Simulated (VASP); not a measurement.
# Pt (P6_3/mmc) in VASP: notebook

The runs below take Pt through single point, with PBEsol.

Everything below comes from runs of VASP 6.6.1. Logs are shortened: lines on timing, memory, paths and dates and some standing lists are left out, and cuts for length are marked.

**1. The cell of the first run**

The structure is hexagonal, space group P6_3/mmc (No. 194). Conventional cell: a = 2.692 Å, b = 2.692 Å, c = 4.792 Å, α = 90.00°, β = 90.00°, γ = 120.00°. Pt (site symmetry -6m2) has 12 Pt at 2.69 to 2.86 Å within 3.5 Å.

**2. Single point, PBEsol (strain -0.0250 x Voigt [1, 1, 0, 0, 0, 0])**

File INCAR:

```
SYSTEM = Pt
ALGO = Fast
EDIFF = 1E-6
ENCUT = 520
GGA = PS
ISIF = 2
ISMEAR = 0
LASPH = .True.
LCHARG = .False.
LREAL = .False.
LWAVE = .False.
NBANDS = 17
NELM = 80
PREC = Accurate
SIGMA = 0.15
```

File KPOINTS:

```
k-points
0
Gamma
  18 18 10
  0 0 0
```

File POSCAR:

```
Pt
1.0
    2.6916489754      0.0000000000      0.0000000000
   -1.3458244877      2.3310363908      0.0000000000
    0.0000000000      0.0000000000      4.7921340000
Pt
2
Direct
    0.6666666667      0.3333333333      0.7500000000
    0.3333333333      0.6666666667      0.2500000000
```

Potentials or basis: VASP PAW PBE potentials, release 64 (Pt).

Command:

```
$ cat potpaw_PBE.64/Pt/POTCAR > POTCAR
$ mpirun -np 1 vasp_std > vasp.out
```

OUTCAR:

```text
SYSTEM = Pt
   EDIFF = 1E-6
   ENCUT = 520
   GGA = PS
   ISIF = 2
   ISMEAR = 0
   LASPH = .True.
   LREAL = .False.
   NELM = 80
   PREC = Accurate

 ion  position               nearest neighbor table
   1  0.667  0.333  0.750-   2 2.86   2 2.86   2 2.86   2 2.86   2 2.86   2 2.86
   2  0.333  0.667  0.250-   1 2.86   1 2.86   1 2.86   1 2.86   1 2.86   1 2.86

  LATTYP: Found a hexagonal cell.
 ALAT       =     2.6916489754
 C/A-ratio  =     1.7803710825

  Lattice vectors:

 A1 = (   2.6916489754,   0.0000000000,   0.0000000000)
 A2 = (  -1.3458244877,   2.3310363908,   0.0000000000)
 A3 = (   0.0000000000,   0.0000000000,   4.7921340000)

Analysis of symmetry for initial positions (statically):
=====================================================================
 Subroutine PRICEL returns:
 Original cell was already a primitive cell.

 Routine SETGRP: Setting up the symmetry group for a
 hexagonal supercell.

 Subroutine GETGRP returns: Found 24 space group operations
 (whereof 12 operations were pure point group operations)
 out of a pool of 24 trial point group operations.

The static configuration has the point symmetry D_3d.
 The point group associated with its full space group is D_6h.

Analysis of symmetry for dynamics (positions and initial velocities):
=====================================================================
 Subroutine PRICEL returns:
 Original cell was already a primitive cell.

 Routine SETGRP: Setting up the symmetry group for a
 hexagonal supercell.

 Subroutine GETGRP returns: Found 24 space group operations
 (whereof 12 operations were pure point group operations)
 out of a pool of 24 trial point group operations.

The dynamic configuration has the point symmetry D_3d.
 The point group associated with its full space group is D_6h.

 Subroutine INISYM returns: Found 24 space group operations
 (whereof 12 operations are pure point group operations),
 and found     1 'primitive' translations

----------------------------------------------------------------------------------------

                                     Primitive cell

  volume of cell :      30.0674

  direct lattice vectors                    reciprocal lattice vectors
     2.691648975  0.000000000  0.000000000     0.371519470  0.214496866  0.000000000
    -1.345824488  2.331036391  0.000000000     0.000000000  0.428993732  0.000000000
     0.000000000  0.000000000  4.792134000     0.000000000  0.000000000  0.208675300

  length of vectors
     2.691648975  2.691648975  4.792134000     0.428993732  0.428993732  0.208675300

  position of ions in fractional coordinates (direct lattice)
     0.666666667  0.333333333  0.750000000
     0.333333333  0.666666667  0.250000000

  ion indices of the primitive-cell ions
   primitive index   ion index
                 1           1
                 2           2

----------------------------------------------------------------------------------------

 KPOINTS: k-points

Automatic generation of k-mesh.
 Grid dimensions read from file:
 generate k-points for:   18   18   10

 Generating k-lattice:

  Cartesian coordinates                     Fractional coordinates (reciprocal lattice)
     0.020639971  0.011916493  0.000000000     0.055555556  0.000000000  0.000000000
     0.000000000  0.023832985  0.000000000     0.000000000  0.055555556  0.000000000
     0.000000000  0.000000000  0.020867530     0.000000000  0.000000000  0.100000000

  Length of vectors
     0.023832985  0.023832985  0.020867530

  Shift w.r.t. Gamma in fractional coordinates (k-lattice)
     0.000000000  0.000000000  0.000000000

 Subroutine IBZKPT returns following result:
 ===========================================

 Found    222 irreducible k-points:

 Following reciprocal coordinates:
            Coordinates               Weight
  0.000000  0.000000  0.000000      1.000000
  0.055556  0.000000  0.000000      6.000000
  0.111111  0.000000  0.000000      6.000000
  0.166667  0.000000  0.000000      6.000000
  0.222222  0.000000  0.000000      6.000000
  0.277778 -0.000000  0.000000      6.000000
[... 16 lines left out ...]
  0.333333  0.111111  0.000000     12.000000
  0.388889  0.111111  0.000000     12.000000
 [... further k-points ...]
   k-points           NKPTS =    222   k-points in BZ     NKDIM =    222   number of bands    NBANDS=     17
   number of dos      NEDOS =    301   number of ions     NIONS =      2
   total plane-waves  NPLWV =  14400
   dimension x,y,z NGX =    20 NGY =   20 NGZ =   36
   dimension x,y,z NGXF=    40 NGYF=   40 NGZF=   72
   ions per type =               2
   NGX,Y,Z   is equivalent  to a cutoff of  12.35, 12.35, 12.49 a.u.
   NGXF,Y,Z  is equivalent  to a cutoff of  24.71, 24.71, 24.98 a.u.
 SYSTEM =  Pt
   PREC   = accura    normal or accurate (medium, high low for compatibility)
   ISTART =      0    job   : 0-new  1-cont  2-samecut
   ICHARG =      2    charge: 1-file 2-atom 10-const
   ISPIN  =      1    spin polarized calculation?
   LNONCOLLINEAR =      F non collinear calculations
   LSORBIT =      F    spin-orbit coupling
   LASPH  =      T    aspherical Exc in radial PAW
   ENCUT  =  520.0 eV  38.22 Ry    6.18 a.u.   5.00  5.00  8.91*2*pi/ulx,y,z
   NELM   =     80;   NELMIN=  2; NELMDL= -5     # of ELM steps
   EDIFF  = 0.1E-05   stopping-criterion for ELM
   LREAL  =      F    real-space projection
   EDIFFG = 0.1E-04   stopping-criterion for IOM
   NSW    =      0    number of steps for IOM
   IBRION =     -1    ionic relax: 0-MD 1-quasi-New 2-CG
   NFREE  =      0    steps in history (QN), initial steepest desc. (CG)
   ISIF   =      2    stress and relaxation
   ISYM   =      2    0-nonsym 1-usesym 2-fastsym
   POTIM  = 0.5000    time-step for ionic-motion
   TEBEG  =    0.0;   TEEND  =   0.0 temperature during run
   PSTRESS=    0.0 pullay stress
   NELECT =      20.0000    total number of electrons
   NUPDOWN=      -1.0000    fix difference up-down
   EMIN   =  10.00;   EMAX   =-10.00  energy-range for DOS
   EFERMI =   0.00;   METHOD = LEGACY
   ISMEAR =     0;   SIGMA  =   0.15  broadening in eV -4-tet -1-fermi 0-gaus
   EFERMI_NEDOS =   21; number of points for ismear=-14 and -15
   IALGO  =     68    algorithm
   IMIX   =      4    mixing-type and parameters
     AMIX     =   0.40;   BMIX     =  1.00
[... 24 lines left out ...]
  ext. energy  EPLUGINS =         0.00000000
  ---------------------------------------------------
  free energy    TOTEN  =       -13.80198587 eV

  energy without entropy =      -13.76639694  energy(sigma->0) =      -13.78419141

 E-fermi :  11.1136     XC(G=0): -13.6378

 val. band max:       11.1083210362   @ k =   0.3889   0.0000   0.0000
 cond. band min:      11.1138408812   @ k =   0.4444   0.0556   0.4000
 fundamental gap:      0.0055198450
 Fermi energy:        11.1135852625

 k-point     1 :       0.0000    0.0000    0.0000
  band No.  band energies     occupation
      1       0.8168      2.00000
      2       3.4238      2.00000
      3       6.6594      2.00000
      4       7.3886      2.00000
      5       7.3886      2.00000
      6       7.7460      2.00000
[... 9 lines left out ...]
     16      28.3456      0.00000
     17      33.0850      0.00000

 k-point     2 :       0.0556    0.0000    0.0000
  band No.  band energies     occupation
      1       0.9380      2.00000
      2       3.5395      2.00000
      3       6.6769      2.00000
      4       7.3519      2.00000
      5       7.4840      2.00000
      6       7.6803      2.00000
[... 9 lines left out ...]
     16      28.5379      0.00000
     17      32.3496      0.00000

 k-point     3 :       0.1111    0.0000    0.0000
  band No.  band energies     occupation
      1       1.2919      2.00000
      2       3.8665      2.00000
      3       6.6625      2.00000
      4       7.3023      2.00000
      5       7.5453      2.00000
      6       7.7658      2.00000
[... 9 lines left out ...]
     16      28.9376      0.00000
     17      31.0264      0.00000

 k-point     4 :       0.1667    0.0000    0.0000
  band No.  band energies     occupation
      1       1.8464      2.00000
      2       4.3243      2.00000
      3       6.5500      2.00000
      4       7.1338      2.00000
      5       7.4636      2.00000
      6       7.6836      2.00000
[... 9 lines left out ...]
     16      29.1080      0.00000
     17      29.7796      0.00000

 k-point     5 :       0.2222    0.0000    0.0000
  band No.  band energies     occupation
      1       2.5361      2.00000
      2       4.7032      2.00000
      3       6.5575      2.00000
      4       6.7250      2.00000
      5       6.8950      2.00000
      6       8.1484      2.00000
[... 9 lines left out ...]
     16      28.4294      0.00000
     17      29.6484      0.00000

 k-point     6 :       0.2778   -0.0000    0.0000
  band No.  band energies     occupation
      1       3.2414      2.00000
      2       4.7526      2.00000
      3       6.1043      2.00000
      4       6.7332      2.00000
      5       6.9764      2.00000
      6       8.1041      2.00000
[... 9 lines left out ...]
     16      27.0395      0.00000
     17      29.6557      0.00000

 k-point     7 :       0.3333   -0.0000    0.0000
  band No.  band energies     occupation
      1       3.7862      2.00000
      2       4.5786      2.00000
      3       5.6118      2.00000
      4       6.8517      2.00000
      5       7.5617      2.00000
      6       7.7953      2.00000
[... 9 lines left out ...]
     16      25.8782      0.00000
     17      27.1824      0.00000

 k-point     8 :       0.3889    0.0000    0.0000
  band No.  band energies     occupation
      1       4.0565      2.00000
      2       4.3826      2.00000
      3       5.2547      2.00000
      4       7.2219      2.00000
      5       7.5565      2.00000
      6       8.0575      2.00000
[... 9 lines left out ...]
     16      24.6549      0.00000
     17      25.1580      0.00000
[... 203 lines left out ...]
      1       2.1718      2.00000
      2       4.6164      2.00000
      3       6.3687      2.00000
      4       7.1447      2.00000
      5       7.1697      2.00000
      6       7.5556      2.00000
[... 9 lines left out ...]
     16      28.3333      0.00000
     17      29.0530      0.00000

 k-point    20 :       0.1667    0.1111    0.0000
  band No.  band energies     occupation
      1       2.8566      2.00000
      2       5.0600      2.00000
      3       6.1979      2.00000
      4       6.5768      2.00000
      5       6.9520      2.00000
      6       7.8864      2.00000
[... 9 lines left out ...]
     16      27.9861      0.00000
     17      29.2272      0.00000

 k-point    21 :       0.2222    0.1111    0.0000
  band No.  band energies     occupation
      1       3.5829      2.00000
      2       5.1441      2.00000
      3       6.0528      2.00000
      4       6.3579      2.00000
      5       6.9305      2.00000
      6       7.7027      2.00000
[... 9 lines left out ...]
     16      27.0732      0.00000
     17      29.4581      0.00000

 k-point    22 :       0.2778    0.1111    0.0000
  band No.  band energies     occupation
      1       4.1701      2.00000
      2       4.9407      2.00000
      3       5.6261      2.00000
      4       6.6594      2.00000
      5       7.2972      2.00000
      6       7.5050      2.00000
[... 9 lines left out ...]
     16      26.2779      0.00000
     17      27.5637      0.00000

 k-point    23 :       0.3333    0.1111    0.0000
  band No.  band energies     occupation
      1       4.4634      2.00000
      2       4.7288      2.00000
      3       5.3124      2.00000
      4       7.0987      2.00000
      5       7.3911      2.00000
      6       7.7572      2.00000
[... 9 lines left out ...]
     16      25.4332      0.00000
     17      25.6006      0.00000

 k-point    24 :       0.3889    0.1111    0.0000
  band No.  band energies     occupation
      1       4.5067      2.00000
      2       4.6234      2.00000
      3       5.1209      2.00000
      4       7.3536      2.00000
      5       7.6052      2.00000
      6       7.7910      2.00000
[... 9 lines left out ...]
     16      23.8402      0.00000
     17      25.0696      0.00000

 [... further k-points ...]
[... 5 lines left out ...]
  --------------------------------------------------------------------------------------
  -------------------------------------------------------------------------------------
  Total        1.0485058      1.0485058     -0.5460221      0.0000000     -0.0000000      0.0000000
  in kB       55.8708150     55.8708150    -29.0954032      0.0000000     -0.0000000      0.0000000
  external PRESSURE =      27.5487423 kB  Pullay stress =       0.0000000 kB

 VOLUME and BASIS-vectors are now :
 -----------------------------------------------------------------------------
  energy-cutoff  :      520.00
  volume of cell :       30.07
      direct lattice vectors                 reciprocal lattice vectors
     2.691648975  0.000000000  0.000000000     0.371519470  0.214496866  0.000000000
    -1.345824488  2.331036391  0.000000000     0.000000000  0.428993732  0.000000000
     0.000000000  0.000000000  4.792134000     0.000000000  0.000000000  0.208675300

 POSITION                                       TOTAL-FORCE (eV/Angst)
 -----------------------------------------------------------------------------------
      1.34582      0.77701      3.59410         0.000000     -0.000000      0.000000
     -0.00000      1.55402      1.19803        -0.000000      0.000000      0.000000
 -----------------------------------------------------------------------------------
    total drift:                               -0.000000      0.000000     -0.000000

  FREE ENERGIE OF THE ION-ELECTRON SYSTEM (eV)
  ---------------------------------------------------
  free  energy   TOTEN  =       -13.8019858678 eV

  energy  without entropy=      -13.7663969443  energy(sigma->0) =      -13.78419141
```

Wall time 34 s (1 thread of Intel Xeon 6975P-C (Granite Rapids), shared host); peak memory 0.21 GiB.

Results:

- Free energy: -13.8020 eV
- Pressure: 2.8 GPa
- Band gap on the k mesh: zero (band 10 reaches 11.77 eV, above the bottom of band 11 at 10.32 eV)

Levels at points of the mesh, in eV from the Fermi level:
```tsv
k point	band 8	band 9	band 10	band 11	band 12	band 13
(0.00, 0.00, 0.00)	-1.75	-1.75	-1.18	-0.19	-0.19	4.65
(0.50, 0.00, 0.00)	-0.04	0.47	0.66	2.39	3.97	7.47
(0.00, 0.00, 0.50)	-3.69	-0.79	-0.79	-0.79	-0.79	11.68
(0.50, 0.00, 0.50)	-0.97	0.58	0.58	1.65	1.65	6.94
```

Caveat: the cell differs from its parent crystal (strain -0.0250 x Voigt [1, 1, 0, 0, 0, 0]); the PAW data sets were made with another functional, which shifts forces and pressure a little; spin-orbit coupling is left out, which moves the levels of the heavy elements.

**3. Single point, PBEsol (strain +0.0250 x Voigt [1, 1, 0, 0, 0, 0])**

File INCAR:

```
PREC     = Accurate       # precision mode
ENCUT    = 520            # plane-wave cutoff, eV
EDIFF    = 1E-7           # SCF threshold, eV
ISMEAR   = 0              # smearing method
SIGMA    = 0.15           # smearing width, eV
LREAL    = F              # projectors in reciprocal space
LASPH    = T              # aspherical terms in the spheres
NELM     = 100            # most SCF steps
ALGO     = Fast           # electronic algorithm
ISIF     = 2              # what is computed and relaxed
LWAVE    = F              # write WAVECAR
LCHARG   = F              # write CHGCAR
GGA      = PS             # functional
NBANDS   = 17             # bands
```

File KPOINTS:

```
regular mesh
0
Gamma
  18 18 10
```

File POSCAR:

```
Pt
1.0
    2.8296822562      0.0000000000      0.0000000000
   -1.4148411281      2.4505767185      0.0000000000
    0.0000000000      0.0000000000      4.7921340000
Pt
2
Direct
    0.6666666667      0.3333333333      0.7500000000
    0.3333333333      0.6666666667      0.2500000000
```

Potentials or basis: VASP PAW PBE potentials, release 64 (Pt).

Command:

```
$ cat potpaw_PBE.64/Pt/POTCAR > POTCAR
$ mpirun -np 1 vasp_std > vasp.out
```

Run time: 43 s. Hardware: 1 thread of Intel Xeon 6975P-C (Granite Rapids), shared host; peak memory 0.23 GiB.

It converged, with:

```yaml
Free_energy: -13.6006 eV
Pressure: -20.9 GPa
Band_gap_on_the_k_mesh: zero (band 10 reaches 9.68 eV, above the bottom of band 11 at 8.55 eV)
```

Stress tensor (GPa, compression positive):
```
-22.22   0.00   0.00
  0.00 -22.22   0.00
  0.00   0.00 -18.22
```

Levels at points of the mesh, in eV from the Fermi level:
| k point | band 6 | band 7 | band 8 | band 9 | band 10 | band 11 | band 12 | band 13 | band 14 | band 15 |
| --- | --- | --- | --- | --- | --- | --- | --- | --- | --- | --- |
| (0.00, 0.00, 0.00) | -2.77 | -2.77 | -1.80 | -1.80 | -0.40 | -0.22 | -0.22 | 4.62 | 15.03 | 16.05 |
| (0.50, 0.00, 0.00) | -2.64 | -2.48 | 0.06 | 0.15 | 0.37 | 2.10 | 3.43 | 7.05 | 8.70 | 9.07 |
| (0.00, 0.00, 0.50) | -3.16 | -3.16 | -3.16 | -0.76 | -0.76 | -0.76 | -0.76 | 12.03 | 12.03 | 15.41 |
| (0.50, 0.00, 0.50) | -1.73 | -0.76 | -0.76 | 0.28 | 0.28 | 1.67 | 1.67 | 5.95 | 5.95 | 14.18 |

Caveat: the cell differs from its parent crystal (strain +0.0250 x Voigt [1, 1, 0, 0, 0, 0]); the PAW data sets were made with another functional, which shifts forces and pressure a little; spin-orbit coupling is left out, which moves the levels of the heavy elements.

**4. Single point, PBEsol (strain +0.0500 x Voigt [1, 1, 0, 0, 0, 0])**

File INCAR:

```
SYSTEM = Pt
PREC     = Accurate       ! precision mode
ENCUT    = 520            ! plane-wave cutoff, eV
EDIFF    = 1E-7           ! SCF threshold, eV
ISMEAR   = 0              ! smearing method
SIGMA    = 0.15           ! smearing width, eV
LREAL    = .FALSE.        ! projectors in reciprocal space
LASPH    = .TRUE.         ! aspherical terms in the spheres
NELM     = 80             ! most SCF steps
ALGO     = Fast           ! electronic algorithm
ISIF     = 2              ! what is computed and relaxed
LWAVE    = .FALSE.        ! write WAVECAR
LCHARG   = .TRUE.         ! write CHGCAR
GGA      = PS             ! functional
LELF     = .TRUE.         ! ELF
LVHAR    = .TRUE.       
NBANDS   = 17             ! bands
```

File KPOINTS:

```
regular mesh
0
G
  18 18 10
  0 0 0
```

File POSCAR:

```
Pt
1.0
    2.8986988966      0.0000000000      0.0000000000
   -1.4493494483      2.5103468823      0.0000000000
    0.0000000000      0.0000000000      4.7921340000
Pt
2
Direct
    0.6666666667      0.3333333333      0.7500000000
    0.3333333333      0.6666666667      0.2500000000
```

Command:

```
$ cat potpaw_PBE.64/Pt/POTCAR > POTCAR
$ mpirun -np 1 vasp_std > vasp.out
```

Wall time 44 s (1 thread of Intel Xeon 6975P-C (Granite Rapids), shared host); peak memory 0.24 GiB.

Results (log left out):

| Item | Value |
| --- | --- |
| Free energy | -13.3352 eV |
| Pressure | -27.5 GPa |
| Band gap on the k mesh | zero (band 10 reaches 8.78 eV, above the bottom of band 11 at 7.78 eV) |

Stress tensor (GPa, compression positive):
```
-29.20   0.00   0.00
  0.00 -29.20   0.00
  0.00   0.00 -24.03
```

Levels at points of the mesh, in eV from the Fermi level:
```csv
k point,band 7,band 8,band 9,band 10,band 11,band 12,band 13,band 14
"(0.00, 0.00, 0.00)",-2.51,-1.81,-1.81,-0.22,-0.22,-0.04,4.61,14.93
"(0.50, 0.00, 0.00)",-2.34,0.04,0.11,0.27,1.96,3.15,6.98,8.62
"(0.00, 0.00, 0.50)",-2.94,-2.94,-0.73,-0.73,-0.73,-0.73,12.18,12.18
"(0.50, 0.00, 0.50)",-0.68,-0.68,0.18,0.18,1.69,1.69,5.55,5.55
```

Caveat: the cell differs from its parent crystal (strain +0.0500 x Voigt [1, 1, 0, 0, 0, 0]); the PAW data sets were made with another functional, which shifts forces and pressure a little; spin-orbit coupling is left out, which moves the levels of the heavy elements.

**5. The runs side by side**

```csv
cell,further INCAR settings,gap on the mesh (eV),pressure (GPa)
"a = 2.692, b = 2.692, c = 4.792 Å, angles 90.0, 90.0, 120.0°, 2 atoms",ALGO = Fast; EDIFF = 1e-06; NBANDS = 17,none,2.8
"a = 2.830, b = 2.830, c = 4.792 Å, angles 90.0, 90.0, 120.0°, 2 atoms",ALGO = Fast; EDIFF = 1e-07; NBANDS = 17,none,-20.9
"a = 2.899, b = 2.899, c = 4.792 Å, angles 90.0, 90.0, 120.0°, 2 atoms",ALGO = Fast; EDIFF = 1e-07; NBANDS = 17,none,-27.5
```

Alike in all rows: task single point; level PBEsol; potentials or basis VASP PAW PBE potentials, release 64 (Pt); no spin polarisation; k mesh 18 × 18 × 10; cutoff (eV) 520; smearing gaussian 0.15 eV.

Caveats: the PAW data sets were made with another functional, which shifts forces and pressure a little; spin-orbit coupling is left out, which moves the levels of the heavy elements.

Total energies depend on the potentials used, so only differences within one code and one set of settings carry meaning.
